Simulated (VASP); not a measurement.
# PbS in VASP: single point with PBEsol

Aim: the single point of PbS with PBEsol.

Program: VASP 6.6.1. These are calculated values, not measurements. Logs are shortened: lines on timing, memory, paths and dates and some standing lists are left out, and cuts for length are marked.

## Step 1: The cell of the first run

The cell holds a slab with vacuum, 10 atoms: a = 4.174 Å, b = 5.903 Å, c = 23.349 Å, α = 90.00°, β = 90.00°, γ = 90.00°.

## Step 2: Single point, PBEsol

Contents of INCAR:

```
SYSTEM = PbS
PREC = Accurate
ENCUT = 520
EDIFF = 1E-7
ISMEAR = 0
SIGMA = 0.05
LREAL = .False.
LASPH = .True.
NELM = 60
ALGO = Normal
ISIF = 2
LWAVE = .False.
LCHARG = .False.
LDIPOL = .True.
IDIPOL = 3
DIPOL = 0.5 0.5 0.500
GGA = PS
EFIELD = 0.3
NBANDS = 61
```

Contents of KPOINTS:

```
regular mesh
0
Gamma
  8 6 1
  0 0 0
```

Contents of POSCAR:

```
PbS
1.0
    4.1743810409      0.0000000000      0.0000000000
    0.0000000000      5.9034662825      0.0000000000
    0.0000000000      0.0000000000     23.3487620817
Pb S
5 5
Direct
    0.5000000000      0.0000000000      0.3212161730
    0.0000000000      0.5000000000      0.4106080865
    0.5000000000      0.0000000000      0.5000000000
    0.0000000000      0.5000000000      0.5893919135
    0.5000000000      0.0000000000      0.6787838270
    0.5000000000      0.5000000000      0.3212161730
    0.0000000000      0.0000000000      0.4106080865
    0.5000000000      0.5000000000      0.5000000000
    0.0000000000      0.0000000000      0.5893919135
    0.5000000000      0.5000000000      0.6787838270
```

Potentials or basis: VASP PAW PBE potentials, release 64 (Pb_d, S).

Started as:

```
$ cat potpaw_PBE.64/Pb_d/POTCAR potpaw_PBE.64/S/POTCAR > POTCAR
$ mpirun -np 1 vasp_std > vasp.out
```

OUTCAR:

```text
SYSTEM = PbS
   PREC = Accurate
   ENCUT = 520
   EDIFF = 1E-7
   ISMEAR = 0
   LREAL = .False.
   LASPH = .True.
   NELM = 60
   ISIF = 2
   GGA = PS

 ion  position               nearest neighbor table
   1  0.500  0.000  0.321-   7 2.95   7 2.95   6 2.95   6 2.95
   2  0.000  0.500  0.411-   6 2.95   6 2.95   8 2.95   8 2.95   7 2.95   7 2.95
   3  0.500  0.000  0.500-   7 2.95   9 2.95   7 2.95   9 2.95   8 2.95   8 2.95
   4  0.000  0.500  0.589-  10 2.95  10 2.95   8 2.95   8 2.95   9 2.95   9 2.95
   5  0.500  0.000  0.679-   9 2.95   9 2.95  10 2.95  10 2.95
   6  0.500  0.500  0.321-   2 2.95   2 2.95   1 2.95   1 2.95
   7  0.000  0.000  0.411-   1 2.95   1 2.95   3 2.95   3 2.95   2 2.95   2 2.95
   8  0.500  0.500  0.500-   2 2.95   4 2.95   2 2.95   4 2.95   3 2.95   3 2.95
   9  0.000  0.000  0.589-   5 2.95   5 2.95   3 2.95   3 2.95   4 2.95   4 2.95
  10  0.500  0.500  0.679-   4 2.95   4 2.95   5 2.95   5 2.95

  LATTYP: Found a simple orthorhombic cell.
 ALAT       =     4.1743810409
 B/A-ratio  =     1.4142135624
 C/A-ratio  =     5.5933470982

  Lattice vectors:

 A1 = (   4.1743810409,   0.0000000000,   0.0000000000)
 A2 = (   0.0000000000,   5.9034662825,   0.0000000000)
 A3 = (   0.0000000000,   0.0000000000,  23.3487620817)

Analysis of symmetry for initial positions (statically):
=====================================================================
 Subroutine PRICEL returns:
 Original cell was already a primitive cell.

 Routine SETGRP: Setting up the symmetry group for a
 simple orthorhombic supercell.

 Subroutine GETGRP returns: Found  8 space group operations
 (whereof  8 operations were pure point group operations)
 out of a pool of  8 trial point group operations.

The static configuration has the point symmetry D_2h.

Analysis of symmetry for dynamics (positions and initial velocities):
=====================================================================
 An external electric field (EFIELD) may reduce the allowed symmetry operations
 Subroutine PRICEL returns:
 Original cell was already a primitive cell.

 Routine SETGRP: Setting up the symmetry group for a
 simple orthorhombic supercell.

 Subroutine GETGRP returns: Found  4 space group operations
 (whereof  4 operations were pure point group operations)
 out of a pool of  8 trial point group operations.

[... 123 lines left out ...]
   NUPDOWN=      -1.0000    fix difference up-down
   EMIN   =  10.00;   EMAX   =-10.00  energy-range for DOS
   EFERMI =   0.00;   METHOD = LEGACY
   ISMEAR =     0;   SIGMA  =   0.05  broadening in eV -4-tet -1-fermi 0-gaus
   EFERMI_NEDOS =   21; number of points for ismear=-14 and -15
   IALGO  =     38    algorithm
   IMIX   =      4    mixing-type and parameters
     AMIX     =   0.40;   BMIX     =  1.00
     AMIX_MAG =   1.60;   BMIX_MAG =  1.00
  volume/ion in A,a.u.               =      57.54       388.29
  Fermi-wavevector in a.u.,A,eV,Ry     =   0.913595  1.726445 11.356187  0.834656
  Thomas-Fermi vector in A             =   2.038125
   LORBIT       =      0    0 simple, 1 ext, 2 COOP (PROOUT), +10 PAW based schemes
   GGA     = PS    functional components
   LHFCALC =     F    Hartree Fock is set to
   AEXX    =    0.0000 exact exchange contribution
   IVDW    =     0    specifies the selected vdW correction
   LEPSILON=     F    determine dielectric tensor
   LRPA    =     F    only Hartree local field effects (RPA)
 non-spin polarized calculation
 Gauss-broadening in eV      SIGMA  =   0.05
  energy-cutoff  :      520.00
  volume of cell :      575.39
 maximum number of plane-waves:     15554
 NGX is ok and might be reduce to    32
   NGX = 15   NGY = 21   NGZ = 87

 number of electron     100.0000000 magnetization

 number of electron      99.9999984 magnetization

 dipolmoment           0.000000      0.000000      0.431935 electrons x Angstroem

 Free energy of the ion-electron system (eV)
  ---------------------------------------------------
  ext. energy  EPLUGINS =         0.00000000
  ---------------------------------------------------
  free energy    TOTEN  =       -45.38142246 eV

  energy without entropy =      -45.37936383  energy(sigma->0) =      -45.38039314

 E-fermi :   0.1175     XC(G=0):  -5.0571

 val. band max:        0.1031461343   @ k =   0.0000   0.5000   0.0000
 cond. band min:       0.3318982438   @ k =   0.5000   0.3333   0.0000
 fundamental gap:      0.2287521096
 Fermi energy:         0.1174812156

 k-point     1 :       0.0000    0.0000    0.0000
  band No.  band energies     occupation
      1     -17.1704      2.00000
      2     -17.1531      2.00000
      3     -17.0804      2.00000
      4     -17.0625      2.00000
      5     -17.0559      2.00000
      6     -17.0355      2.00000
[... 1269 lines left out ...]
     60       3.1220      0.00000
     61       3.5563      0.00000

------------------------ aborting loop because EDIFF is reached ----------------------------------------

 vacuum level on the upper side and lower side of the slab       (xc-potential included)        -1.916         1.864

  FORCE on cell =-STRESS in cart. coord.  units (eV):
  Direction    XX          YY          ZZ          XY          YZ          ZX
  --------------------------------------------------------------------------------------
  -------------------------------------------------------------------------------------
  Total       -3.6610669     -5.9665332     -4.2551568      0.0000000      0.0000000      0.0000000
  in kB      -10.1942484    -16.6138242    -11.8484928      0.0000000      0.0000000      0.0000000
  external PRESSURE =     -12.8855218 kB  Pullay stress =       0.0000000 kB

 VOLUME and BASIS-vectors are now :
 -----------------------------------------------------------------------------
  energy-cutoff  :      520.00
  volume of cell :      575.39
      direct lattice vectors                 reciprocal lattice vectors
     4.174381041  0.000000000  0.000000000     0.239556473  0.000000000  0.000000000
     0.000000000  5.903466283  0.000000000     0.000000000  0.169392007  0.000000000
     0.000000000  0.000000000 23.348762082     0.000000000  0.000000000  0.042828823

 POSITION                                       TOTAL-FORCE (eV/Angst)
 -----------------------------------------------------------------------------------
      2.08719      0.00000      7.50000         0.000000      0.000000      0.560851
      0.00000      2.95173      9.58719         0.000000      0.000000     -0.830877
      2.08719      0.00000     11.67438         0.000000      0.000000     -0.051343
      0.00000      2.95173     13.76157         0.000000      0.000000      0.699072
      2.08719      0.00000     15.84876         0.000000      0.000000     -0.695507
      2.08719      2.95173      7.50000         0.000000      0.000000      0.621265
      0.00000      0.00000      9.58719         0.000000      0.000000     -0.559964
      2.08719      2.95173     11.67438         0.000000      0.000000      0.058571
      0.00000      0.00000     13.76157         0.000000      0.000000      0.661990
      2.08719      2.95173     15.84876         0.000000      0.000000     -0.464058
 -----------------------------------------------------------------------------------
    total drift:                                0.000000      0.000000      0.000098

  FREE ENERGIE OF THE ION-ELECTRON SYSTEM (eV)
  ---------------------------------------------------
  free  energy   TOTEN  =       -45.3814224594 eV

  energy  without entropy=      -45.3793638253  energy(sigma->0) =      -45.38039314

 vacuum level on the upper side and lower side of the slab         2.614         6.332
```

Wall time 19 min (1 thread of AMD EPYC 9R45 (Zen 5), shared host); peak memory 0.86 GiB.

What came out:

| Item | Value |
| --- | --- |
| Free energy | -45.3814 eV |
| Largest force | 0.831 eV/Å |
| Band gap on the k mesh | zero (bands 50 and 51 overlap by 0.05 eV) |

Forces in eV/Å, atoms in the order of the input:
```
Pb   0.000  0.000  0.561
Pb   0.000  0.000 -0.831
Pb   0.000  0.000 -0.051
Pb   0.000  0.000  0.699
Pb   0.000  0.000 -0.696
S    0.000  0.000  0.621
S    0.000  0.000 -0.560
S    0.000  0.000  0.059
S    0.000  0.000  0.662
S    0.000  0.000 -0.464
```

Caveat: the PAW data sets were made with another functional, which shifts forces and pressure a little; spin-orbit coupling is left out, which moves the levels of the heavy elements.

The gap in the log of VASP goes by the Fermi energy; the results here count the filled bands.